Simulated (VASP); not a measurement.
# Ga2PdCl6 (Fm-3m) in VASP: single point with PBE

Aim: the single point of Ga2PdCl6 with PBE.

All numbers are computed with VASP 6.6.1; they aren't measurements. Logs are shortened: lines on timing, memory, paths and dates and some standing lists are left out, and cuts for length are marked.

### 1 The cell of the first run

The structure is cubic, space group Fm-3m (No. 225). The conventional cell has a = 9.226 Å, b = 9.226 Å, c = 9.226 Å, α = 90.00°, β = 90.00°, γ = 90.00°. Within 2.9 Å of Cl (site symmetry 4mm) lie 1 Pd at 2.20 Å. Pd (site symmetry m-3m) has 6 Cl at 2.20 Å within 2.9 Å. Within 4.3 Å of Ga (site symmetry -43m) lie 12 Cl at 3.26 Å and 4 Pd at 3.99 Å.

### 2 Single point, PBE

Input file POSCAR:

```
Ga2PdCl6
1.0
    0.0000000000      4.6127930000      4.6127930000
    4.6127930000      0.0000000000      4.6127930000
    4.6127930000      4.6127930000      0.0000000000
Cl Pd Ga
6 1 2
Direct
    0.7620000000      0.2380000000      0.2380000000
    0.2380000000      0.7620000000      0.2380000000
    0.2380000000      0.7620000000      0.7620000000
    0.7620000000      0.2380000000      0.7620000000
    0.2380000000      0.2380000000      0.7620000000
    0.7620000000      0.7620000000      0.2380000000
    0.0000000000      0.0000000000      0.0000000000
    0.2500000000      0.2500000000      0.2500000000
    0.7500000000      0.7500000000      0.7500000000
```

Input file INCAR.step1:

```
  ALGO = Normal
  EDIFF = 1E-6
  ENCUT = 520
  GGA = PE
  ISIF = 2
  ISMEAR = 0
  LASPH = True
  LCHARG = True
  LMAXMIX = 4
  LREAL = False
  LWAVE = False
  NBANDS = 49
  NELM = 80
  PREC = Accurate
  SIGMA = 0.1507
```

Input file KPOINTS.step1:

```
k-points
0
Gamma
  5 5 5
```

Input file INCAR.step2:

```
  ALGO = Normal
  EDIFF = 1E-6
  ENCUT = 520
  GGA = PE
  ICHARG = 11
  ISIF = 2
  ISMEAR = -5
  LASPH = True
  LCHARG = False
  LMAXMIX = 4
  LORBIT = 10
  LREAL = False
  LWAVE = False
  NEDOS = 1001
  NELM = 80
  PREC = Accurate
  SIGMA = 0.1507
```

Input file KPOINTS.step2:

```
k-points
0
Gamma
  8 8 8
```

Potentials or basis: VASP PAW PBE potentials, release 64 (Cl, Pd, Ga_d).

Run with:

```console
$ cat potpaw_PBE.64/Cl/POTCAR potpaw_PBE.64/Pd/POTCAR potpaw_PBE.64/Ga_d/POTCAR > POTCAR
$ cp INCAR.step1 INCAR
$ cp KPOINTS.step1 KPOINTS
$ mpirun -np 1 vasp_std > vasp.out
$ cp INCAR.step2 INCAR
$ cp KPOINTS.step2 KPOINTS
$ mpirun -np 1 vasp_std > vasp.out
```

OUTCAR:

```text
EDIFF = 1E-6
   ENCUT = 520
   GGA = PE
   ICHARG = 11
   ISIF = 2
   ISMEAR = -5
   LASPH = True
   LORBIT = 10
   LREAL = False
   NELM = 80
   PREC = Accurate

 ion  position               nearest neighbor table
   1  0.762  0.238  0.238-   7 2.20
   2  0.238  0.762  0.238-   7 2.20
   3  0.238  0.762  0.762-   7 2.20
   4  0.762  0.238  0.762-   7 2.20
   5  0.238  0.238  0.762-   7 2.20
   6  0.762  0.762  0.238-   7 2.20
   7  0.000  0.000  0.000-   1 2.20   2 2.20   3 2.20   4 2.20   5 2.20   6 2.20
   8  0.250  0.250  0.250-
   9  0.750  0.750  0.750-

  LATTYP: Found a face centered cubic cell.
 ALAT       =     9.2255860000

  Lattice vectors:

 A1 = (   0.0000000000,   4.6127930000,   4.6127930000)
 A2 = (   4.6127930000,   0.0000000000,   4.6127930000)
 A3 = (   4.6127930000,   4.6127930000,   0.0000000000)

Analysis of symmetry for initial positions (statically):
=====================================================================
 Subroutine PRICEL returns:
 Original cell was already a primitive cell.

 Routine SETGRP: Setting up the symmetry group for a
 face centered cubic supercell.

 Subroutine GETGRP returns: Found 48 space group operations
 (whereof 48 operations were pure point group operations)
 out of a pool of 48 trial point group operations.

The static configuration has the point symmetry O_h .

Analysis of symmetry for dynamics (positions and initial velocities):
=====================================================================
 Subroutine PRICEL returns:
 Original cell was already a primitive cell.

 Routine SETGRP: Setting up the symmetry group for a
 face centered cubic supercell.

 Subroutine GETGRP returns: Found 48 space group operations
 (whereof 48 operations were pure point group operations)
 out of a pool of 48 trial point group operations.

The dynamic configuration has the point symmetry O_h .

 Subroutine INISYM returns: Found 48 space group operations
 (whereof 48 operations are pure point group operations),
 and found     1 'primitive' translations

----------------------------------------------------------------------------------------

                                     Primitive cell

  volume of cell :     196.3007

  direct lattice vectors                    reciprocal lattice vectors
     0.000000000  4.612793000  4.612793000    -0.108394198  0.108394198  0.108394198
     4.612793000  0.000000000  4.612793000     0.108394198 -0.108394198  0.108394198
     4.612793000  4.612793000  0.000000000     0.108394198  0.108394198 -0.108394198

  length of vectors
     6.523474421  6.523474421  6.523474421     0.187744259  0.187744259  0.187744259

  position of ions in fractional coordinates (direct lattice)
     0.762000000  0.238000000  0.238000000
     0.238000000  0.762000000  0.238000000
     0.238000000  0.762000000  0.762000000
     0.762000000  0.238000000  0.762000000
     0.238000000  0.238000000  0.762000000
     0.762000000  0.762000000  0.238000000
     0.000000000  0.000000000  0.000000000
     0.250000000  0.250000000  0.250000000
     0.750000000  0.750000000  0.750000000

  ion indices of the primitive-cell ions
   primitive index   ion index
                 1           1
                 2           2
                 3           3
                 4           4
                 5           5
                 6           6
                 7           7
                 8           8
                 9           9

----------------------------------------------------------------------------------------

 KPOINTS: k-points

Automatic generation of k-mesh.
 Grid dimensions read from file:
 generate k-points for:    8    8    8

 Generating k-lattice:

  Cartesian coordinates                     Fractional coordinates (reciprocal lattice)
    -0.013549275  0.013549275  0.013549275     0.125000000  0.000000000  0.000000000
     0.013549275 -0.013549275  0.013549275     0.000000000  0.125000000  0.000000000
     0.013549275  0.013549275 -0.013549275     0.000000000  0.000000000  0.125000000

  Length of vectors
     0.023468032  0.023468032  0.023468032

  Shift w.r.t. Gamma in fractional coordinates (k-lattice)
     0.000000000  0.000000000  0.000000000

 TETIRR: Found     76 inequivalent tetrahedra from     3072

 Subroutine IBZKPT returns following result:
 ===========================================

 Found     29 irreducible k-points:

 Following reciprocal coordinates:
            Coordinates               Weight
  0.000000  0.000000  0.000000      1.000000
  0.125000  0.000000  0.000000      8.000000
  0.250000  0.000000  0.000000      8.000000
  0.375000  0.000000  0.000000      8.000000
  0.500000  0.000000  0.000000      4.000000
  0.125000  0.125000  0.000000      6.000000
[... 16 lines left out ...]
  0.500000  0.250000  0.125000     48.000000
 -0.375000  0.250000  0.125000     24.000000
 [... further k-points ...]
   k-points           NKPTS =     29   k-points in BZ     NKDIM =     29   number of bands    NBANDS=     46
   number of dos      NEDOS =   1001   number of ions     NIONS =      9
   total plane-waves  NPLWV = 125000
   dimension x,y,z NGX =    50 NGY =   50 NGZ =   50
   dimension x,y,z NGXF=   100 NGYF=  100 NGZF=  100
   ions per type =               6   1   2
   NGX,Y,Z   is equivalent  to a cutoff of  12.74, 12.74, 12.74 a.u.
   NGXF,Y,Z  is equivalent  to a cutoff of  25.48, 25.48, 25.48 a.u.
 SYSTEM =  unknown system
   PREC   = accura    normal or accurate (medium, high low for compatibility)
   ISTART =      0    job   : 0-new  1-cont  2-samecut
   ICHARG =     11    charge: 1-file 2-atom 10-const
   ISPIN  =      1    spin polarized calculation?
   LNONCOLLINEAR =      F non collinear calculations
   LSORBIT =      F    spin-orbit coupling
   LASPH  =      T    aspherical Exc in radial PAW
   ENCUT  =  520.0 eV  38.22 Ry    6.18 a.u.  12.13 12.13 12.13*2*pi/ulx,y,z
   NELM   =     80;   NELMIN=  2; NELMDL=  0     # of ELM steps
   EDIFF  = 0.1E-05   stopping-criterion for ELM
   LREAL  =      F    real-space projection
   EDIFFG = 0.1E-04   stopping-criterion for IOM
   NSW    =      0    number of steps for IOM
   IBRION =     -1    ionic relax: 0-MD 1-quasi-New 2-CG
   NFREE  =      0    steps in history (QN), initial steepest desc. (CG)
   ISIF   =      2    stress and relaxation
   ISYM   =      2    0-nonsym 1-usesym 2-fastsym
   POTIM  = 0.5000    time-step for ionic-motion
   TEBEG  =    0.0;   TEEND  =   0.0 temperature during run
   PSTRESS=    0.0 pullay stress
   NELECT =      78.0000    total number of electrons
   NUPDOWN=      -1.0000    fix difference up-down
   EMIN   =  10.00;   EMAX   =-10.00  energy-range for DOS
   EFERMI =   0.00;   METHOD = LEGACY
   ISMEAR =    -5;   SIGMA  =   0.15  broadening in eV -4-tet -1-fermi 0-gaus
   EFERMI_NEDOS =   21; number of points for ismear=-14 and -15
   IALGO  =     38    algorithm
   IMIX   =      4    mixing-type and parameters
     AMIX     =   0.40;   BMIX     =  1.00
     AMIX_MAG =   1.60;   BMIX_MAG =  1.00
  volume/ion in A,a.u.               =      21.81       147.19
  Fermi-wavevector in a.u.,A,eV,Ry     =   1.203554  2.274388 19.708627  1.448543
  Thomas-Fermi vector in A             =   2.339305
   LORBIT       =     10    0 simple, 1 ext, 2 COOP (PROOUT), +10 PAW based schemes
   GGA     = PE    functional components
   LHFCALC =     F    Hartree Fock is set to
   AEXX    =    0.0000 exact exchange contribution
   IVDW    =     0    specifies the selected vdW correction
   LEPSILON=     F    determine dielectric tensor
   LRPA    =     F    only Hartree local field effects (RPA)
 non-spin polarized calculation
 Fermi weights with tetrahedron method with Bloechl corrections
  energy-cutoff  :      520.00
  volume of cell :      196.30
 maximum number of plane-waves:      5346
 NGX is ok and might be reduce to    50

 number of electron      78.0000022 magnetization

 Free energy of the ion-electron system (eV)
  ---------------------------------------------------
  ext. energy  EPLUGINS =         0.00000000
  ---------------------------------------------------
  free energy    TOTEN  =       -25.82503250 eV

  energy without entropy =      -25.82503250  energy(sigma->0) =      -25.82503250

 E-fermi :   2.4088     XC(G=0):  -9.4667

 val. band max:        2.3880680034   @ k =  -0.3750   0.5000   0.1250
 cond. band min:       3.4916549128   @ k =   0.5000   0.5000   0.0000
 fundamental gap:      1.1035869095
 Fermi energy:         2.4087648453

 k-point     1 :       0.0000    0.0000    0.0000
  band No.  band energies     occupation
      1     -12.9273      2.00000
      2     -11.7088      2.00000
      3     -11.7088      2.00000
      4     -11.7088      2.00000
      5     -11.6632      2.00000
      6     -11.6632      2.00000
[... 38 lines left out ...]
     45       8.6782      0.00000
     46       8.6785      0.00000

 k-point     2 :       0.1250    0.0000    0.0000
  band No.  band energies     occupation
      1     -12.9014      2.00000
      2     -11.7443      2.00000
      3     -11.7230      2.00000
      4     -11.7230      2.00000
      5     -11.6474      2.00000
      6     -11.6474      2.00000
[... 1070 lines left out ...]
 k-point    24 :      -0.3750    0.2500    0.1250
  band No.  band energies     occupation
      1     -12.6687      2.00000
      2     -11.9985      2.00000
      3     -11.7576      2.00000
      4     -11.7554      2.00000
      5     -11.6515      2.00000
      6     -11.6012      2.00000
[... 38 lines left out ...]
     45       7.4998      0.00000
     46       7.9026      0.00000

 [... further k-points ...]

------------------------ aborting loop because EDIFF is reached ----------------------------------------

  FORCE on cell =-STRESS in cart. coord.  units (eV):
  Direction    XX          YY          ZZ          XY          YZ          ZX
  --------------------------------------------------------------------------------------
  -------------------------------------------------------------------------------------
  Total       12.4240538     12.4240538     12.4240538      0.0000000     -0.0000000      0.0000000
  in kB      101.4032823    101.4032823    101.4032823      0.0000000     -0.0000000      0.0000000
  external PRESSURE =     101.4032823 kB  Pullay stress =       0.0000000 kB

 VOLUME and BASIS-vectors are now :
 -----------------------------------------------------------------------------
  energy-cutoff  :      520.00
  volume of cell :      196.30
      direct lattice vectors                 reciprocal lattice vectors
     0.000000000  4.612793000  4.612793000    -0.108394198  0.108394198  0.108394198
     4.612793000  0.000000000  4.612793000     0.108394198 -0.108394198  0.108394198
     4.612793000  4.612793000  0.000000000     0.108394198  0.108394198 -0.108394198

 POSITION                                       TOTAL-FORCE (eV/Angst)
 -----------------------------------------------------------------------------------
      2.19569      4.61279      4.61279         2.053552      0.000000     -0.000000
      4.61279      2.19569      4.61279        -0.000000      2.053552     -0.000000
      7.02990      4.61279      4.61279        -2.053552      0.000000     -0.000000
      4.61279      7.02990      4.61279        -0.000000     -2.053552     -0.000000
      4.61279      4.61279      2.19569        -0.000000      0.000000      2.053552
      4.61279      4.61279      7.02990        -0.000000      0.000000     -2.053552
      0.00000      0.00000      0.00000        -0.000000      0.000000     -0.000000
      2.30640      2.30640      2.30640        -0.000000      0.000000     -0.000000
      6.91919      6.91919      6.91919        -0.000000      0.000000      0.000000
 -----------------------------------------------------------------------------------
    total drift:                                0.000000      0.000000     -0.000000

  FREE ENERGIE OF THE ION-ELECTRON SYSTEM (eV)
  ---------------------------------------------------
  free  energy   TOTEN  =       -25.8250325001 eV

  energy  without entropy=      -25.8250325001  energy(sigma->0) =      -25.82503250

 total charge

# of ion       s       p       d       tot
------------------------------------------
    1        1.613   3.504   0.000   5.117
    2        1.613   3.504   0.000   5.117
    3        1.613   3.504   0.000   5.117
    4        1.613   3.504   0.000   5.117
    5        1.613   3.504   0.000   5.117
    6        1.613   3.504   0.000   5.117
    7        0.591   1.015   8.439  10.044
    8        1.284   0.112   9.933  11.329
    9        1.284   0.112   9.933  11.329
--------------------------------------------------
tot         12.833  22.265  28.304  63.402
```

Run time: 4.8 min. Hardware: 1 thread of AMD EPYC 7R43 (Zen 3), shared host; peak memory 0.42 GiB.

What came out:

- Valence electrons inside the program's atomic spheres: Cl 5.12; Pd 10.04; Ga 11.33

Levels at points of the mesh, in eV from the valence-band top:
| k point | band 36 | band 37 | band 38 | band 39 | band 40 | band 41 | band 42 | band 43 |
| --- | --- | --- | --- | --- | --- | --- | --- | --- |
| (0.00, 0.00, 0.00) | -1.02 | -0.32 | -0.32 | -0.32 | 2.43 | 2.43 | 6.29 | 6.29 |
| (0.50, 0.00, 0.00) | -0.94 | -0.72 | -0.49 | -0.11 | 2.03 | 2.03 | 4.03 | 4.05 |
| (0.50, 0.50, 0.00) | -0.71 | -0.33 | -0.10 | -0.02 | 1.10 | 2.41 | 3.61 | 4.20 |
